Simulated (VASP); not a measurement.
Here is a VASP 6.6.1 calculation.

The input INCAR:

```
SYSTEM = Mg
PREC     = Accurate       ! precision mode
ENCUT    = 600            ! plane-wave cutoff, eV
EDIFF    = 1E-7           ! SCF threshold, eV
ISMEAR   = -1             ! smearing method
SIGMA    = 0.1            ! smearing width, eV
LREAL    = .False.        ! projectors in reciprocal space
LASPH    = .True.         ! aspherical terms in the spheres
NELM     = 120            ! most SCF steps
ALGO     = Normal         ! electronic algorithm
ISIF     = 3              ! what is computed and relaxed
LWAVE    = .False.        ! write WAVECAR
LCHARG   = .False.        ! write CHGCAR
GGA      = PE             ! functional
IBRION   = 2              ! ionic algorithm
NSW      = 60             ! ionic steps
EDIFFG   = -0.005         ! ionic threshold
PSTRESS  = 240.0        
GGA_COMPAT= .False.      
NELMIN   = 4
```

The input KPOINTS:

```
Automatic mesh
0
Gamma
  17 17 17
  0 0 0
```

The input POSCAR:

```
Mg
1.0
   -1.5998838555      1.5998838555      1.5998838555
    1.5998838555     -1.5998838555      1.5998838555
    1.5998838555      1.5998838555     -1.5998838555
Mg
1
Direct
    0.0000000000      0.0000000000      0.0000000000
```

Potentials or basis: VASP PAW PBE potentials, release 64 (Mg).

Launch:

```bash
$ cat potpaw_PBE.64/Mg/POTCAR > POTCAR
$ mpirun -np 1 vasp_std > vasp.out
```

(1) Estimate the space group after relaxing (to 0.1 Å).

(2) Estimate the relaxed cell.

(3) Predict the band gap on the k mesh.

## Answers

(1) Im-3m (No. 229).

(2) a = 2.763 Å, b = 2.763 Å, c = 2.763 Å, α = 109.47°, β = 109.47°, γ = 109.47°.

(3) zero (bands 1 and 2 overlap by 4.00 eV).

Caveat: the cell is relaxed towards a set pressure, so the run minimises the enthalpy, not the energy.
